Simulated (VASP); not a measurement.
# CuAu5 (P-62m) in VASP: single point with PBE

Aim: the single point of CuAu5 with PBE.

All numbers are computed with VASP 6.6.1; they aren't measurements. Logs are shortened: lines on timing, memory, paths and dates and some standing lists are left out, and cuts for length are marked.

### Step 1. The cell of the first run

The structure is hexagonal, space group P-62m (No. 189). Conventional cell: a = 4.996 Å, b = 4.996 Å, c = 4.757 Å, α = 90.00°, β = 90.00°, γ = 120.00°. Within 3.7 Å of Au (site symmetry m2m) lie 10 Au at 2.82 to 2.92 Å and 2 Cu at 2.88 Å. Au (site symmetry -6) has 9 Au at 2.88 to 2.91 Å and 3 Cu at 2.88 Å within 3.8 Å. Within 3.8 Å of Cu (site symmetry -62m) lie 12 Au at 2.88 Å.

### Step 2. Single point, PBE

Input file INCAR:

```
SYSTEM = CuAu5
  PREC = Accurate
  ENCUT = 520
  EDIFF = 1E-6
  ISMEAR = 0
  SIGMA = 0.1
  LREAL = .False.
  LASPH = .True.
  NELM = 60
  ALGO = Fast
  ISIF = 2
  LWAVE = .False.
  LCHARG = .False.
  GGA = PE
  NBANDS = 42
```

Input file KPOINTS:

```
Automatic mesh
0
Gamma
  8 12 12
  0 0 0
```

Input file POSCAR:

```
CuAu5
1.0
    0.0000000000      0.0000000000     -4.7570825174
   -4.3266114990     -2.4979703136      0.0000000000
    0.0000000000      4.9959406272      0.0000000000
Au Cu
5 1
Direct
    0.7500000000      0.6666666667      0.6737137452
    0.7500000000      0.9929529215      0.3262862548
    0.7500000000      0.3403804118      0.0000000000
    0.2500000000      0.3333333333      0.3333333333
    0.2500000000      1.0000000000      0.6666666667
    0.2500000000      0.6666666667      1.0000000000
```

Potentials or basis: VASP PAW PBE potentials, release 64 (Au, Cu).

Launch:

```bash
cat potpaw_PBE.64/Au/POTCAR potpaw_PBE.64/Cu/POTCAR > POTCAR
mpirun -np 1 vasp_std > vasp.out
```

OUTCAR:

```text
SYSTEM = CuAu5
   PREC = Accurate
   ENCUT = 520
   EDIFF = 1E-6
   ISMEAR = 0
   LREAL = .False.
   LASPH = .True.
   NELM = 60
   ISIF = 2
   GGA = PE

 ion  position               nearest neighbor table
   1  0.750  0.667  0.674-   2 2.82   3 2.82   6 2.88   6 2.88   5 2.91   5 2.91   4 2.91   4 2.91
                             3 2.92   3 2.92   2 2.92   2 2.92
   2  0.750  0.993  0.326-   1 2.82   3 2.82   6 2.88   6 2.88   4 2.91   4 2.91   5 2.91   5 2.91
                             3 2.92   3 2.92   1 2.92   1 2.92
   3  0.750  0.340  0.000-   1 2.82   2 2.82   6 2.88   6 2.88   4 2.91   4 2.91   5 2.91   5 2.91
                             2 2.92   1 2.92   1 2.92   2 2.92
   4  0.250  0.333  0.333-   5 2.88   6 2.88   6 2.88   6 2.88   5 2.88   5 2.88   3 2.91   3 2.91
                             2 2.91   2 2.91   1 2.91   1 2.91
   5  0.250  0.000  0.667-   4 2.88   6 2.88   4 2.88   6 2.88   6 2.88   4 2.88   1 2.91   1 2.91
                             3 2.91   3 2.91   2 2.91   2 2.91
   6  0.250  0.667  0.000-   1 2.88   1 2.88   2 2.88   2 2.88   3 2.88   3 2.88   5 2.88   4 2.88
                             4 2.88   5 2.88   4 2.88   5 2.88

  LATTYP: Found a hexagonal cell.
 ALAT       =     4.9959406272
 C/A-ratio  =     0.9521895620

  Lattice vectors:

 A1 = (  -4.3266114990,  -2.4979703136,   0.0000000000)
 A2 = (   0.0000000000,   4.9959406272,   0.0000000000)
 A3 = (   0.0000000000,   0.0000000000,  -4.7570825174)

Analysis of symmetry for initial positions (statically):
=====================================================================
 Subroutine PRICEL returns:
 Original cell was already a primitive cell.

 Routine SETGRP: Setting up the symmetry group for a
 hexagonal supercell.

 Subroutine GETGRP returns: Found 12 space group operations
 (whereof  2 operations were pure point group operations)
 out of a pool of 24 trial point group operations.

The static configuration has the point symmetry C_1h.
 The point group associated with its full space group is D_3h.

Analysis of symmetry for dynamics (positions and initial velocities):
=====================================================================
 Subroutine PRICEL returns:
 Original cell was already a primitive cell.

 Routine SETGRP: Setting up the symmetry group for a
 hexagonal supercell.

 Subroutine GETGRP returns: Found 12 space group operations
 (whereof  2 operations were pure point group operations)
 out of a pool of 24 trial point group operations.

The dynamic configuration has the point symmetry C_1h.
 The point group associated with its full space group is D_3h.

 Subroutine INISYM returns: Found 12 space group operations
 (whereof  2 operations are pure point group operations),
 and found     1 'primitive' translations

----------------------------------------------------------------------------------------

                                     Primitive cell

  volume of cell :     102.8267

  direct lattice vectors                    reciprocal lattice vectors
     0.000000000  0.000000000 -4.757082517     0.000000000  0.000000000 -0.210212877
    -4.326611499 -2.497970314  0.000000000    -0.231127754  0.000000000  0.000000000
     0.000000000  4.995940627  0.000000000    -0.115563877  0.200162507  0.000000000

  length of vectors
     4.757082517  4.995940627  4.995940627     0.210212877  0.231127754  0.231127754

  position of ions in fractional coordinates (direct lattice)
     0.750000000  0.666666667  0.673713745
     0.750000000  0.992952921  0.326286255
     0.750000000  0.340380412  0.000000000
     0.250000000  0.333333333  0.333333333
     0.250000000  0.000000000  0.666666667
     0.250000000  0.666666667  0.000000000

  ion indices of the primitive-cell ions
   primitive index   ion index
                 1           1
                 2           2
                 3           3
                 4           4
                 5           5
                 6           6

----------------------------------------------------------------------------------------

 KPOINTS: Automatic mesh

Automatic generation of k-mesh.
 Grid dimensions read from file:
 generate k-points for:    8   12   12

 Generating k-lattice:

  Cartesian coordinates                     Fractional coordinates (reciprocal lattice)
     0.000000000  0.000000000 -0.026276610     0.125000000  0.000000000  0.000000000
    -0.019260646  0.000000000  0.000000000     0.000000000  0.083333333  0.000000000
    -0.009630323  0.016680209  0.000000000     0.000000000  0.000000000  0.083333333

  Length of vectors
     0.026276610  0.019260646  0.019260646

  Shift w.r.t. Gamma in fractional coordinates (k-lattice)
     0.000000000  0.000000000  0.000000000

 Subroutine IBZKPT returns following result:
 ===========================================

 Found     95 irreducible k-points:

 Following reciprocal coordinates:
            Coordinates               Weight
  0.000000  0.000000  0.000000      1.000000
  0.125000  0.000000  0.000000      2.000000
  0.250000  0.000000  0.000000      2.000000
  0.375000  0.000000  0.000000      2.000000
  0.500000  0.000000  0.000000      1.000000
  0.000000  0.083333  0.000000      6.000000
[... 16 lines left out ...]
  0.250000  0.333333  0.000000     12.000000
  0.375000  0.333333  0.000000     12.000000
 [... further k-points ...]
   k-points           NKPTS =     95   k-points in BZ     NKDIM =     95   number of bands    NBANDS=     42
   number of dos      NEDOS =    301   number of ions     NIONS =      6
   total plane-waves  NPLWV =  57600
   dimension x,y,z NGX =    36 NGY =   40 NGZ =   40
   dimension x,y,z NGXF=    72 NGYF=   80 NGZF=   80
   ions per type =               5   1
   NGX,Y,Z   is equivalent  to a cutoff of  12.58, 13.31, 13.31 a.u.
   NGXF,Y,Z  is equivalent  to a cutoff of  25.16, 26.62, 26.62 a.u.
 SYSTEM =  CuAu5
   PREC   = accura    normal or accurate (medium, high low for compatibility)
   ISTART =      0    job   : 0-new  1-cont  2-samecut
   ICHARG =      2    charge: 1-file 2-atom 10-const
   ISPIN  =      1    spin polarized calculation?
   LNONCOLLINEAR =      F non collinear calculations
   LSORBIT =      F    spin-orbit coupling
   LASPH  =      T    aspherical Exc in radial PAW
   ENCUT  =  520.0 eV  38.22 Ry    6.18 a.u.   8.85  9.29  9.29*2*pi/ulx,y,z
   NELM   =     60;   NELMIN=  2; NELMDL= -5     # of ELM steps
   EDIFF  = 0.1E-05   stopping-criterion for ELM
   LREAL  =      F    real-space projection
   EDIFFG = 0.1E-04   stopping-criterion for IOM
   NSW    =      0    number of steps for IOM
   IBRION =     -1    ionic relax: 0-MD 1-quasi-New 2-CG
   NFREE  =      0    steps in history (QN), initial steepest desc. (CG)
   ISIF   =      2    stress and relaxation
   ISYM   =      2    0-nonsym 1-usesym 2-fastsym
   POTIM  = 0.5000    time-step for ionic-motion
   TEBEG  =    0.0;   TEEND  =   0.0 temperature during run
   PSTRESS=    0.0 pullay stress
   NELECT =      66.0000    total number of electrons
   NUPDOWN=      -1.0000    fix difference up-down
   EMIN   =  10.00;   EMAX   =-10.00  energy-range for DOS
   EFERMI =   0.00;   METHOD = LEGACY
   ISMEAR =     0;   SIGMA  =   0.10  broadening in eV -4-tet -1-fermi 0-gaus
   EFERMI_NEDOS =   21; number of points for ismear=-14 and -15
   IALGO  =     68    algorithm
   IMIX   =      4    mixing-type and parameters
     AMIX     =   0.40;   BMIX     =  1.00
     AMIX_MAG =   1.60;   BMIX_MAG =  1.00
  volume/ion in A,a.u.               =      17.14       115.65
  Fermi-wavevector in a.u.,A,eV,Ry     =   1.412172  2.668618 27.133134  1.994229
  Thomas-Fermi vector in A             =   2.533948
   LORBIT       =      0    0 simple, 1 ext, 2 COOP (PROOUT), +10 PAW based schemes
   GGA     = PE    functional components
   LHFCALC =     F    Hartree Fock is set to
   AEXX    =    0.0000 exact exchange contribution
   IVDW    =     0    specifies the selected vdW correction
   LEPSILON=     F    determine dielectric tensor
   LRPA    =     F    only Hartree local field effects (RPA)
 non-spin polarized calculation
 RMM-DIIS sequential band-by-band and
 Gauss-broadening in eV      SIGMA  =   0.10
  energy-cutoff  :      520.00
  volume of cell :      102.83
 maximum number of plane-waves:      2796
 NGX is ok and might be reduce to    36
   NGX = 17   NGY = 19   NGZ = 19

 number of electron      66.0000017 magnetization

 Free energy of the ion-electron system (eV)
  ---------------------------------------------------
  ext. energy  EPLUGINS =         0.00000000
  ---------------------------------------------------
  free energy    TOTEN  =       -19.82908415 eV

  energy without entropy =      -19.82164527  energy(sigma->0) =      -19.82536471

 E-fermi :   8.3748     XC(G=0): -12.3680

 val. band max:        8.3596477721   @ k =   0.2500   0.5000   0.0000
 cond. band min:       8.3774274963   @ k =   0.2500   0.1667   0.1667
 fundamental gap:      0.0177797242
 Fermi energy:         8.3747613369

 k-point     1 :       0.0000    0.0000    0.0000
  band No.  band energies     occupation
      1      -0.9131      2.00000
      2       1.6350      2.00000
      3       2.6149      2.00000
      4       2.6149      2.00000
      5       2.8804      2.00000
      6       3.1104      2.00000
[... 34 lines left out ...]
     41      17.6199      0.00000
     42      17.9678      0.00000

 k-point     2 :       0.1250    0.0000    0.0000
  band No.  band energies     occupation
      1      -0.7871      2.00000
      2       1.6339      2.00000
      3       2.6411      2.00000
      4       2.6411      2.00000
      5       2.8511      2.00000
      6       3.1732      2.00000
[... 34 lines left out ...]
     41      16.3965      0.00000
     42      16.7766      0.00000

 k-point     3 :       0.2500    0.0000    0.0000
  band No.  band energies     occupation
      1      -0.4245      2.00000
      2       1.5987      2.00000
      3       2.7195      2.00000
      4       2.7195      2.00000
      5       2.7817      2.00000
      6       3.0459      2.00000
[... 897 lines left out ...]
      4       2.4086      2.00000
      5       2.4681      2.00000
      6       2.6885      2.00000
[... 34 lines left out ...]
     41      16.1034      0.00000
     42      17.5215      0.00000

 k-point    24 :       0.3750    0.3333    0.0000
  band No.  band energies     occupation
      1       1.0748      2.00000
      2       1.9592      2.00000
      3       2.1836      2.00000
      4       2.3216      2.00000
      5       2.4386      2.00000
      6       2.6284      2.00000
[... 34 lines left out ...]
     41      17.2189      0.00000
     42      18.1043      0.00000

 [... further k-points ...]

------------------------ aborting loop because EDIFF is reached ----------------------------------------

  FORCE on cell =-STRESS in cart. coord.  units (eV):
  Direction    XX          YY          ZZ          XY          YZ          ZX
  --------------------------------------------------------------------------------------
  -------------------------------------------------------------------------------------
  Total       -0.1638807     -0.1638807     -0.0969587      0.0000000     -0.0000000      0.0000000
  in kB       -2.5534806     -2.5534806     -1.5107465      0.0000000     -0.0000000      0.0000000
  external PRESSURE =      -2.2059026 kB  Pullay stress =       0.0000000 kB

 VOLUME and BASIS-vectors are now :
 -----------------------------------------------------------------------------
  energy-cutoff  :      520.00
  volume of cell :      102.83
      direct lattice vectors                 reciprocal lattice vectors
     0.000000000  0.000000000 -4.757082517     0.000000000  0.000000000 -0.210212877
    -4.326611499 -2.497970314  0.000000000    -0.231127754  0.000000000  0.000000000
     0.000000000  4.995940627  0.000000000    -0.115563877  0.200162507  0.000000000

 POSITION                                       TOTAL-FORCE (eV/Angst)
 -----------------------------------------------------------------------------------
     -2.88441      1.70052     -3.56781         0.000000      0.003680     -0.000000
     -4.29612     -0.85026     -3.56781         0.003187     -0.001840      0.000000
     -1.47269     -0.85026     -3.56781        -0.003187     -0.001840     -0.000000
     -1.44220      0.83266     -1.18927         0.000000     -0.000000      0.000000
      0.00000      3.33063     -1.18927        -0.000000     -0.000000      0.000000
     -2.88441     -1.66531     -1.18927         0.000000     -0.000000      0.000000
 -----------------------------------------------------------------------------------
    total drift:                                0.000128      0.000072     -0.000000

  FREE ENERGIE OF THE ION-ELECTRON SYSTEM (eV)
  ---------------------------------------------------
  free  energy   TOTEN  =       -19.8290841464 eV

  energy  without entropy=      -19.8216452657  energy(sigma->0) =      -19.82536471
```

Run time: 12 min. Hardware: 1 thread of Intel Xeon 8259CL, shared host; peak memory 0.47 GiB.

What came out:

```yaml
Free_energy: -19.8291 eV
Pressure: -0.2 GPa
Largest_force: 0.004 eV/Å
Band_gap_on_the_k_mesh: zero (bands 33 and 34 overlap by 5.45 eV)
```

Forces on the atoms (eV/Å):
```
Au   0.000  0.004  0.000
Au   0.003 -0.002  0.000
Au  -0.003 -0.002  0.000
Au   0.000  0.000  0.000
Au   0.000  0.000  0.000
Cu   0.000  0.000  0.000
```

Caveat: spin-orbit coupling is left out, which moves the levels of the heavy elements.
